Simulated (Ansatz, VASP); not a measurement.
Ga2SnSe3: VASP beside Ansatz

INCAR

```
SYSTEM = Ga2SnSe3
ALGO     = Normal         ! electronic algorithm
EDIFF    = 1E-7           ! SCF threshold, eV
ENCUT    = 520            ! plane-wave cutoff, eV
GGA      = PE             ! functional
ISIF     = 2              ! what is computed and relaxed
ISMEAR   = 0              ! smearing method
LASPH    = .TRUE.         ! aspherical terms in the spheres
LCHARG   = .FALSE.        ! write CHGCAR
LREAL    = .FALSE.        ! projectors in reciprocal space
LWAVE    = .FALSE.        ! write WAVECAR
NBANDS   = 38             ! bands
NELM     = 60             ! most SCF steps
PREC     = Accurate       ! precision mode
SIGMA    = 0.1            ! smearing width, eV
```

Contents of KPOINTS:

```
k-points
0
G
  6 6 2
  0 0 0
```

The input POSCAR:

```
Ga2SnSe3
1.0
    3.5767844500      0.0000000000      0.0000000000
    0.0000000000      3.5767844500      0.0000000000
    0.0000000000      0.0000000000     10.9629609000
Ga Sn Se
2 1 3
Direct
    0.0000000000      0.0000000000      0.3392778000
    0.0000000000      0.0000000000      0.6607222000
    0.0000000000      0.0000000000      0.0000000000
    0.5000000000      0.5000000000      0.1817286000
    0.5000000000      0.5000000000      0.5000000000
    0.5000000000      0.5000000000      0.8182714000
```

Input for Ansatz:

```yaml
crystal:
  lattice:
    - [3.57678445, 0.0, 0.0]
    - [0.0, 3.57678445, 0.0]
    - [0.0, 0.0, 10.9629609]
  atoms:
    - { symbol: Ga, position: [0.0, 0.0, 0.3392778] }
    - { symbol: Ga, position: [0.0, 0.0, 0.6607222] }
    - { symbol: Sn, position: [0.0, 0.0, 0.0] }
    - { symbol: Se, position: [0.5, 0.5, 0.1817286] }
    - { symbol: Se, position: [0.5, 0.5, 0.5] }
    - { symbol: Se, position: [0.5, 0.5, 0.8182714] }
basis:
  ecutwfc: 420
kpoints:
  mp_grid: { grid: [6, 6, 2] }
hamiltonian:
  xc: pbe
scf:
  occupations: { method: gaussian, width: 0.1 }
  lower_state_search: "off"
output:
  forces: true
  stress: true
  eigenvalues: true
```

Change from the starting cell: species swapped into the Mg3HgAu2 type (P4/mmm, No. 123).

Alike in both runs: task single point; functional PBE; k mesh 6 × 6 × 2; occupations gaussian, width 0.1 eV; no spin polarisation.

|  | VASP | Ansatz |
| --- | --- | --- |
| version | VASP 6.6.1 | Ansatz 0.2.0 |
| potentials or method | VASP PAW PBE potentials, release 64 (Ga_d, Sn_d, Se), cutoff 520 eV | scalar-relativistic, plane waves, PAW |
| valence electrons in the cell | 58 | 88 |

```tsv
	VASP	Ansatz	Ansatz less VASP
gap on the k mesh at the Fermi level (eV)	none	none	-
pressure (GPa)	-2.5	-2.5	-0.03
traceless stress, the component that is largest in VASP (GPa)	-1.09	-1.09	-0.001
rms of the force components (eV/Å)	0.126	0.126	-0.0005
```

Atom by atom the forces differ by 0.001 eV/Å (rms over components). A gap of «none» marks a metal or a gap that the smearing closes. VASP's potentials hold 58 valence electrons a cell and Ansatz's 88, so a difference there can come from the potentials and not from the codes.
